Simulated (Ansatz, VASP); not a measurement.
# Two plane-wave programs on AlGa3N4

The input POSCAR:

```
AlGa3N4
1.0
    5.2930878080      0.0000000000      0.0000169307
    0.0000000000      3.2583167355      0.0000000000
   -0.0038052100      0.0000000000      5.3948396592
Al Ga N
1 3 4
Direct
    0.0005828853      0.5000000000      0.6672982354
    0.4991712869      0.5000000000      0.3350606988
    0.4992511917      0.0000000000      0.8314570704
    0.9998609984      0.0000000000      0.1661913851
    0.1194130440      0.5000000000      0.3406010344
    0.1173310426      0.0000000000      0.8259310373
    0.6202395499      0.0000000000      0.1661937141
    0.6317500112      0.5000000000      0.6672678245
```

File INCAR.step1:

```
SYSTEM = AlGa3N4
ALGO     = Normal         ! electronic algorithm
EDIFF    = 1E-4           ! SCF threshold, eV
ENCUT    = 520            ! plane-wave cutoff, eV
GGA      = PE             ! functional
ISMEAR   = 0              ! smearing method
LASPH    = .True.         ! aspherical terms in the spheres
LCHARG   = .False.        ! write CHGCAR
LREAL    = .False.        ! projectors in reciprocal space
LWAVE    = .True.         ! write WAVECAR
NBANDS   = 41             ! bands
NELM     = 80             ! most SCF steps
PREC     = Accurate       ! precision mode
SIGMA    = 0.05           ! smearing width, eV
```

Contents of INCAR.step2:

```
SYSTEM = AlGa3N4
ALGO     = Normal         ! electronic algorithm
EDIFF    = 1E-7           ! SCF threshold, eV
ENCUT    = 520            ! plane-wave cutoff, eV
ISIF     = 2              ! what is computed and relaxed
ISMEAR   = 0              ! smearing method
ISTART   = 1            
LASPH    = .True.         ! aspherical terms in the spheres
LCHARG   = .True.         ! write CHGCAR
LELF     = .True.         ! ELF
LMIXTAU  = .True.       
LREAL    = .False.        ! projectors in reciprocal space
LVHAR    = .True.       
LWAVE    = .False.        ! write WAVECAR
METAGGA  = R2SCAN         ! meta-GGA
NBANDS   = 41             ! bands
NELM     = 80             ! most SCF steps
PREC     = Accurate       ! precision mode
SIGMA    = 0.05           ! smearing width, eV
```

The input KPOINTS:

```
k-points
0
Gamma
  6 8 4
  0 0 0
```

Input for Ansatz:

```yaml
crystal:
  lattice:
    - [5.293087808, 0.0, 1.69307e-05]
    - [0.0, 3.2583167355, 0.0]
    - [-0.00380521, 0.0, 5.3948396592]
  atoms:
    - { symbol: Al, position: [0.0005828853, 0.5, 0.6672982354] }
    - { symbol: Ga, position: [0.4991712869, 0.5, 0.3350606988] }
    - { symbol: Ga, position: [0.4992511917, 0.0, 0.8314570704] }
    - { symbol: Ga, position: [0.9998609984, 0.0, 0.1661913851] }
    - { symbol: "N", position: [0.119413044, 0.5, 0.3406010344] }
    - { symbol: "N", position: [0.1173310426, 0.0, 0.8259310373] }
    - { symbol: "N", position: [0.6202395499, 0.0, 0.1661937141] }
    - { symbol: "N", position: [0.6317500112, 0.5, 0.6672678245] }
basis:
  ecutwfc: 500
kpoints:
  mp_grid: { grid: [6, 8, 4] }
hamiltonian:
  xc: r2scan
scf:
  occupations: { method: gaussian, width: 0.05 }
output:
  forces: true
  stress: true
  eigenvalues: true
```

Change from the starting cell: strain +0.030 along x and y, -0.015 along z, atoms carried along.

Alike in both runs: task single point; functional r2SCAN; k mesh 6 × 8 × 4; occupations gaussian, width 0.05 eV; no spin polarisation.

|  | VASP | Ansatz |
| --- | --- | --- |
| version | VASP 6.6.1 | Ansatz 0.2.0 |
| potentials or method | VASP PAW PBE potentials, release 64 (Al, Ga_d, N), cutoff 520 eV | scalar-relativistic, plane waves, PAW |
| valence electrons in the cell | 62 | 62 |

|  | VASP | Ansatz | Ansatz less VASP |
| --- | --- | --- | --- |
| gap on the k mesh at the Fermi level (eV) | 2.42 | 2.43 | +0.001 |
| least direct gap on the mesh (eV) | 2.42 | 2.43 | +0.001 |
| pressure (GPa) | -7.0 | -7.7 | -0.64 |
| traceless stress, the component that is largest in VASP (GPa) | 9.57 | 9.46 | -0.108 |
| rms of the force components (eV/Å) | 0.248 | 0.235 | -0.0122 |

VASP's potentials were made for PBE, not for r2SCAN. Atom by atom the forces differ by 0.030 eV/Å (rms over components).
